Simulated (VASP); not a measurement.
# Mg3CdS4 in VASP: a series of runs, part 2 of 2

VASP 6.6.1.

### Step 3. Single point, PBE

File INCAR:

```
SYSTEM = Mg3CdS4
  ALGO = Normal
  EDIFF = 1E-6
  ENCUT = 520
  GGA = PE
  ISIF = 2
  ISMEAR = 0
  LASPH = .TRUE.
  LCHARG = .TRUE.
  LELF = .TRUE.
  LREAL = .FALSE.
  LVHAR = .TRUE.
  LWAVE = .FALSE.
  NBANDS = 31
  NELM = 80
  PREC = Accurate
  SIGMA = 0.1
```

File KPOINTS:

```
k-points
0
G
  4 4 2
  0 0 0
```

File POSCAR:

```
Mg3CdS4
1.0
    3.7522800000      0.0000000000      0.0000000000
    0.0000000000      3.7522800000      0.0000000000
    0.0000000000      0.0000000000     10.6323821000
Mg Cd S
3 1 4
Direct
    0.0000000000      0.0000000000      0.7456080000
    0.0000000000      0.0000000000      0.2543920000
    0.5000000000      0.5000000000      0.5000000000
    0.5000000000      0.5000000000      0.0000000000
    0.0000000000      0.0000000000      0.0000000000
    0.5000000000      0.5000000000      0.2568390000
    0.0000000000      0.0000000000      0.5000000000
    0.5000000000      0.5000000000      0.7431610000
```

Potentials or basis: VASP PAW PBE potentials, release 64 (Mg, Cd, S).

Started as:

```
cat potpaw_PBE.64/Mg/POTCAR potpaw_PBE.64/Cd/POTCAR potpaw_PBE.64/S/POTCAR > POTCAR
mpirun -np 1 vasp_std > vasp.out
```

OUTCAR:

```text
SYSTEM = Mg3CdS4
   EDIFF = 1E-6
   ENCUT = 520
   GGA = PE
   ISIF = 2
   ISMEAR = 0
   LASPH = .TRUE.
   LREAL = .FALSE.
   NELM = 80
   PREC = Accurate

 ion  position               nearest neighbor table
   1  0.000  0.000  0.746-   7 2.61   8 2.65   8 2.65   8 2.65   8 2.65   5 2.70
   2  0.000  0.000  0.254-   7 2.61   6 2.65   6 2.65   6 2.65   6 2.65   5 2.70
   3  0.500  0.500  0.500-   6 2.59   8 2.59   7 2.65   7 2.65   7 2.65   7 2.65
   4  0.500  0.500  0.000-   5 2.65   5 2.65   5 2.65   5 2.65   8 2.73   6 2.73
   5  0.000  0.000  0.000-   4 2.65   4 2.65   4 2.65   4 2.65   1 2.70   2 2.70
   6  0.500  0.500  0.257-   3 2.59   2 2.65   2 2.65   2 2.65   2 2.65   4 2.73
   7  0.000  0.000  0.500-   1 2.61   2 2.61   3 2.65   3 2.65   3 2.65   3 2.65
[... 609 lines left out ...]
  external PRESSURE =       0.5843530 kB  Pullay stress =       0.0000000 kB

 VOLUME and BASIS-vectors are now :
 -----------------------------------------------------------------------------
  energy-cutoff  :      520.00
  volume of cell :      149.70
      direct lattice vectors                 reciprocal lattice vectors
     3.752280000  0.000000000  0.000000000     0.266504632  0.000000000  0.000000000
     0.000000000  3.752280000  0.000000000     0.000000000  0.266504632  0.000000000
     0.000000000  0.000000000 10.632382100     0.000000000  0.000000000  0.094052301

 POSITION                                       TOTAL-FORCE (eV/Angst)
 -----------------------------------------------------------------------------------
      0.00000      0.00000      7.92759         0.000000     -0.000000     -0.000043
      0.00000      0.00000      2.70479         0.000000     -0.000000      0.000043
      1.87614      1.87614      5.31619         0.000000     -0.000000      0.000000
      1.87614      1.87614      0.00000         0.000000     -0.000000      0.000000
      0.00000      0.00000      0.00000         0.000000     -0.000000      0.000000
      1.87614      1.87614      2.73081        -0.000000      0.000000      0.022987
      0.00000      0.00000      5.31619         0.000000     -0.000000      0.000000
      1.87614      1.87614      7.90157         0.000000     -0.000000     -0.022987
 -----------------------------------------------------------------------------------
    total drift:                                0.000000      0.000000     -0.000000

  FREE ENERGIE OF THE ION-ELECTRON SYSTEM (eV)
  ---------------------------------------------------
  free  energy   TOTEN  =       -31.1543638652 eV

  energy  without entropy=      -31.1543638652  energy(sigma->0) =      -31.15436387
```

stdout:

```text
POSCAR found type information on POSCAR MgCdS
 POSCAR found :  3 types and       8 ions
 scaLAPACK will be used
 LDA part: xc-table for (Slater+PW92), standard interpolation
 POSCAR, INCAR and KPOINTS ok, starting setup
 FFT: planning ... GRIDC
 FFT: planning ... GRID_SOFT
 FFT: planning ... GRID
 WAVECAR not read
 entering main loop
```

Wall time 30 s (1 thread of Intel Xeon 6975P-C (Granite Rapids), shared host); peak memory 0.25 GiB.

Results:

| Property | Result |
| --- | --- |
| Free energy | -31.1544 eV |
| Pressure | 0.1 GPa |
| Largest force | 0.023 eV/Å |
| Band gap on the k mesh | 1.02 eV (least direct gap 1.84 eV) |

Forces on the atoms (eV/Å):
```
Mg   0.000  0.000  0.000
Mg   0.000  0.000  0.000
Mg   0.000  0.000  0.000
Cd   0.000  0.000  0.000
S    0.000  0.000  0.000
S    0.000  0.000  0.023
S    0.000  0.000  0.000
S    0.000  0.000 -0.023
```

A k mesh can miss the band edges.

### Step 4. Single point, PBE

File INCAR:

```
ALGO = Normal
EDIFF = 1E-6
ENCUT = 520
GGA = PE
ISIF = 2
ISMEAR = 0
LASPH = True
LCHARG = True
LELF = True
LREAL = False
LVHAR = True
LWAVE = False
NBANDS = 31
NELM = 60
PREC = Accurate
SIGMA = 0.1
```

File KPOINTS:

```
k-points
0
Gamma
  4 4 2
```

File POSCAR:

```
Mg3CdS4
1.0
    3.7617980311     -0.0000656434      0.0000032362
   -0.0000674408      3.7617800670      0.0001013496
    0.0002530254     -0.0001215065     10.5946999501
Mg Cd S
3 1 4
Direct
    0.0000380621      0.0000430772      0.7459092111
   -0.0000161584     -0.0000035298      0.2540816772
    0.4999652549      0.5000203258      0.5000062295
    0.4999870339      0.4999942802     -0.0000017679
    0.0000039589     -0.0000142272      0.0000027309
    0.5000043119      0.4999889601      0.2566700569
   -0.0000025164     -0.0000120803      0.4999994757
    0.5000200531      0.4999831939      0.7433323866
```

Started as:

```
cat potpaw_PBE.64/Mg/POTCAR potpaw_PBE.64/Cd/POTCAR potpaw_PBE.64/S/POTCAR > POTCAR
mpirun -np 1 vasp_std > vasp.out
```

It took 45 s on 1 thread of Intel Xeon 6975P-C (Granite Rapids), shared host; peak memory 0.27 GiB.

It converged, with:

```yaml
Free_energy: -31.1555 eV
Pressure: -0.1 GPa
Largest_force: 0.028 eV/Å
Band_gap_on_the_k_mesh: 1.06 eV (least direct gap 1.82 eV)
```

Forces in eV/Å, atoms in the order of the input:
```
Mg   0.000  0.000 -0.004
Mg   0.000  0.000  0.005
Mg   0.000  0.000  0.000
Cd   0.000  0.000  0.000
S    0.000  0.000  0.000
S    0.000  0.000  0.028
S    0.000  0.000  0.000
S    0.000  0.000 -0.028
```

Levels at points of the mesh, in eV from the valence-band top:
| k point | band 17 | band 18 | band 19 | band 20 | band 21 | band 22 | band 23 | band 24 | band 25 | band 26 |
| --- | --- | --- | --- | --- | --- | --- | --- | --- | --- | --- |
| (0.00, 0.00, 0.00) | -1.33 | -1.33 | -0.57 | -0.51 | -0.50 | 1.32 | 2.55 | 4.15 | 4.23 | 4.30 |
| (0.50, 0.00, 0.00) | -1.00 | -0.98 | -0.96 | -0.47 | 0.00 | 3.82 | 3.88 | 4.93 | 4.96 | 6.14 |
| (0.00, 0.50, 0.00) | -1.00 | -0.98 | -0.96 | -0.47 | 0.00 | 3.82 | 3.88 | 4.93 | 4.96 | 6.14 |
| (0.50, 0.50, 0.00) | -2.74 | -2.15 | -2.09 | -2.05 | -2.05 | 1.06 | 2.15 | 4.45 | 4.52 | 4.52 |
| (0.00, 0.00, 0.50) | -1.52 | -0.98 | -0.98 | -0.64 | -0.64 | 1.71 | 2.79 | 3.62 | 4.01 | 4.36 |
| (0.50, 0.00, 0.50) | -1.19 | -1.05 | -1.00 | -0.96 | 0.00 | 4.38 | 4.61 | 4.73 | 4.82 | 5.56 |
| (0.00, 0.50, 0.50) | -1.19 | -1.05 | -1.00 | -0.96 | 0.00 | 4.38 | 4.61 | 4.73 | 4.82 | 5.56 |
| (0.50, 0.50, 0.50) | -2.53 | -2.46 | -2.43 | -2.34 | -2.34 | 1.71 | 3.12 | 3.14 | 3.35 | 5.13 |

### Step 5. Single point, PBE (16.47 Å³/atom)

This run uses another cell than the first one, of 16.47 Å³/atom.

File INCAR:

```
SYSTEM = Mg3CdS4
ALGO = Normal ; EDIFF = 1E-6
ENCUT = 520 ; GGA = PE
ISIF = 2 ; ISMEAR = 0
LASPH = .True. ; LCHARG = .False.
LREAL = .False. ; LWAVE = .False.
NBANDS = 31 ; NELM = 80
PREC = Accurate ; SIGMA = 0.02
```

File KPOINTS:

```
k-points
0
Gamma
  8 8 4
  0 0 0
```

File POSCAR:

```
Mg3CdS4
1.0
    3.5970051555      0.0000000000      0.0000000000
    0.0000000000      3.5970051555      0.0000000000
    0.0000000000      0.0000000000     10.1817306580
Mg Cd S
3 1 4
Direct
    0.0000000000      0.0000000000      0.7466012445
    0.0000000000      0.0000000000      0.2533987555
    0.5000000000      0.5000000000      0.5000000000
    0.5000000000      0.5000000000      0.0000000000
    0.0000000000      0.0000000000      0.0000000000
    0.5000000000      0.5000000000      0.2569707439
    0.0000000000      0.0000000000      0.5000000000
    0.5000000000      0.5000000000      0.7430292561
```

Started as:

```
cat potpaw_PBE.64/Mg/POTCAR potpaw_PBE.64/Cd/POTCAR potpaw_PBE.64/S/POTCAR > POTCAR
mpirun -np 1 vasp_std > vasp.out
```

It took 90 s on 1 thread of Intel Xeon 6975P-C (Granite Rapids), shared host; peak memory 0.33 GiB.

The run converged. Its results:

```
Free energy            : -30.6088 eV
Pressure               : 12.4 GPa
Largest force          : 0.038 eV/Å
Band gap on the k mesh : 1.07 eV (least direct gap 2.18 eV)
```

Forces on the atoms (eV/Å):
```
Mg   0.000  0.000  0.005
Mg   0.000  0.000 -0.005
Mg   0.000  0.000  0.000
Cd   0.000  0.000  0.000
S    0.000  0.000  0.000
S    0.000  0.000  0.038
S    0.000  0.000  0.000
S    0.000  0.000 -0.038
```

Stress tensor (GPa, compression positive):
```
12.43  0.00  0.00
 0.00 12.43  0.00
 0.00  0.00 12.31
```

Levels at points of the mesh, in eV from the valence-band top:
```
           k point  band 19  band 20  band 21  band 22  band 23  band 24
(0.00, 0.00, 0.00)    -0.78    -0.73    -0.73     1.45     3.21     3.75
(0.50, 0.00, 0.00)    -1.28    -0.65     0.00     3.74     3.82     4.87
(0.50, 0.50, 0.00)    -2.59    -2.59    -2.59     1.07     2.21     4.00
(0.00, 0.00, 0.50)    -1.32    -0.88    -0.88     1.82     2.90     3.80
(0.50, 0.00, 0.50)    -1.34    -1.28     0.00     4.33     4.60     4.77
(0.50, 0.50, 0.50)    -2.91    -2.91    -2.90     1.79     3.26     3.28
```

Caveat: the cell stands under pressure. A k mesh can miss the band edges.

### Step 6. The runs side by side

```tsv
cell	k mesh	smearing	gap on the mesh (eV)	pressure (GPa)	largest force (eV/Å)
a = 3.752, b = 3.752, c = 10.632 Å, 8 atoms, atomic positions A	4 × 4 × 2	gaussian 0.1 eV	1.02	0.1	0.02
a = 3.762, b = 3.762, c = 10.595 Å, 8 atoms, atomic positions B	4 × 4 × 2	gaussian 0.1 eV	1.06	-0.1	0.03
a = 3.597, b = 3.597, c = 10.182 Å, 8 atoms, atomic positions C	8 × 8 × 4	gaussian 0.02 eV	1.07	12.4	0.04
```

Alike in all rows: task single point; level PBE; potentials or basis VASP PAW PBE potentials, release 64 (Mg, Cd, S); no spin polarisation; cutoff (eV) 520.

Caveats: the cell stands under pressure (at least some runs).

Absolute energies hang on the potentials; compare differences alone.
